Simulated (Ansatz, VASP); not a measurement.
## MgS: VASP beside Ansatz

INCAR

```
SYSTEM = MgS
PREC     = Accurate       ! precision mode
ENCUT    = 600            ! plane-wave cutoff, eV
EDIFF    = 1E-7           ! SCF threshold, eV
ISMEAR   = 0              ! smearing method
SIGMA    = 0.1            ! smearing width, eV
LREAL    = .FALSE.        ! projectors in reciprocal space
LASPH    = .TRUE.         ! aspherical terms in the spheres
NELM     = 80             ! most SCF steps
ALGO     = Normal         ! electronic algorithm
ISIF     = 3              ! what is computed and relaxed
LWAVE    = .FALSE.        ! write WAVECAR
LCHARG   = .FALSE.        ! write CHGCAR
GGA      = PE             ! functional
IBRION   = 2              ! ionic algorithm
NSW      = 90             ! ionic steps
EDIFFG   = -0.04          ! ionic threshold
```

File KPOINTS:

```
Automatic mesh
0
G
  6 6 6
  0 0 0
```

Contents of POSCAR:

```
MgS
1.0
    3.4745080900      0.0000000000      0.0000000000
    0.0000000000      3.4745080900      0.0000000000
    0.0000000000      0.0000000000      3.4745080900
Mg S
1 1
Direct
    0.0000000000      0.0000000000      0.0000000000
    0.5000000000      0.5000000000      0.5000000000
```

Input for Ansatz:

```yaml
crystal:
  lattice:
    - [3.47450809, 0.0, 0.0]
    - [0.0, 3.47450809, 0.0]
    - [0.0, 0.0, 3.47450809]
  atoms:
    - { symbol: Mg, position: [0.0, 0.0, 0.0] }
    - { symbol: S, position: [0.5, 0.5, 0.5] }
basis:
  ecutwfc: 420
kpoints:
  mp_grid: { grid: [6, 6, 6] }
hamiltonian:
  xc: pbe
scf:
  occupations: { method: gaussian, width: 0.1 }
  lower_state_search: "off"
output:
  forces: true
  stress: true
  eigenvalues: true
relax:
  adjacent_minimum: "off"
  f_tol: 0.04
  max_steps: 70
  cell: { stress_tol: 0.4 }
```

Change from the starting cell: species swapped into the HfRh type (Pm-3m, No. 221).

Alike in both runs: task relaxation of cell and atoms; functional PBE; k mesh 6 × 6 × 6; occupations gaussian, width 0.1 eV; no spin polarisation.

|  | VASP | Ansatz |
| --- | --- | --- |
| version | VASP 6.6.1 | Ansatz 0.2.0 |
| potentials or method | VASP PAW PBE potentials, release 64 (Mg, S), cutoff 600 eV | scalar-relativistic, plane waves, PAW |
| valence electrons in the cell | 8 | 16 |

```tsv
	VASP	Ansatz	Ansatz less VASP
gap on the k mesh at the Fermi level, each at its own relaxed structure (eV)	none	none	-
relaxed volume (Å³/atom)	17.47	17.53	+0.063
relaxed cell length with the largest relative difference (Å)	3.269	3.273	+0.0039
```

A gap of «none» marks a metal or a gap that the smearing closes. VASP's potentials hold 8 valence electrons a cell and Ansatz's 16, so a difference there can come from the potentials and not from the codes.

Noted on VASP's run: the volume moved by over 15 % at a fixed basis, so the end points are rough.
